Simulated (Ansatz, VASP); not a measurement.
**Two plane-wave programs on CsH**

The input POSCAR:

```
CsH
1.0
    3.8184085400      0.0000000000      0.0000000000
    0.0000000000      3.8184085400      0.0000000000
    0.0000000000      0.0000000000      3.8184085400
Cs H
1 1
Direct
    0.0000000000      0.0000000000      0.0000000000
    0.5000000000      0.5000000000      0.5000000000
```

INCAR.step1

```
  ALGO = Normal
  EDIFF = 1E-4
  ENCUT = 600
  GGA = PE
  ISMEAR = -1
  LASPH = True
  LCHARG = False
  LREAL = False
  LWAVE = True
  NELM = 100
  PREC = Accurate
  SIGMA = 0.05
```

File INCAR.step2:

```
  ALGO = Normal
  EDIFF = 1E-6
  EDIFFG = -0.002
  ENCUT = 600
  IBRION = 2
  ISIF = 3
  ISMEAR = -1
  ISTART = 1
  LASPH = True
  LCHARG = False
  LMIXTAU = True
  LREAL = False
  LWAVE = False
  METAGGA = R2SCAN
  NELM = 100
  NSW = 100
  PREC = Accurate
  SIGMA = 0.05
```

The input KPOINTS:

```
k-points
0
Gamma
  10 10 10
```

Input for Ansatz:

```yaml
crystal:
  lattice:
    - [3.81840854, 0.0, 0.0]
    - [0.0, 3.81840854, 0.0]
    - [0.0, 0.0, 3.81840854]
  atoms:
    - { symbol: Cs, position: [0.0, 0.0, 0.0] }
    - { symbol: H, position: [0.5, 0.5, 0.5] }
kpoints:
  mp_grid: { grid: [10, 10, 10] }
scf:
  occupations: { method: fermi_dirac, width: 0.05 }
hamiltonian:
  xc: r2scan
  pseudopotentials: { kind: paw }
relax:
  f_tol: 0.002
  max_steps: 80
  cell: {}
output:
  forces: true
  stress: true
```

Alike in both runs: task relaxation of cell and atoms; functional r2SCAN; k mesh 10 × 10 × 10; occupations fermi-dirac, width 0.05 eV; no spin polarisation.

```csv
,VASP,Ansatz
version,VASP 6.6.1,Ansatz 0.2.0
potentials or method,"VASP PAW PBE potentials, release 64 (Cs_sv, H)","PAW with Ansatz's default frozen-core files, scalar-relativistic"
plane-wave cutoff (eV),600,500
valence electrons in the cell,10,10
```

Ansatz gave:

- relaxed volume (Å³/atom): 27.84
- relaxed length of the cell vector where the two differ most in proportion (Å): 3.818

Question: Which values does VASP return?

Answer: Relaxed volume (Å³/atom): 27.92; relaxed length of the cell vector where the two differ most in proportion (Å): 3.822.

VASP's potentials were made for PBE, not for r2SCAN.

Spin-orbit coupling is off throughout.
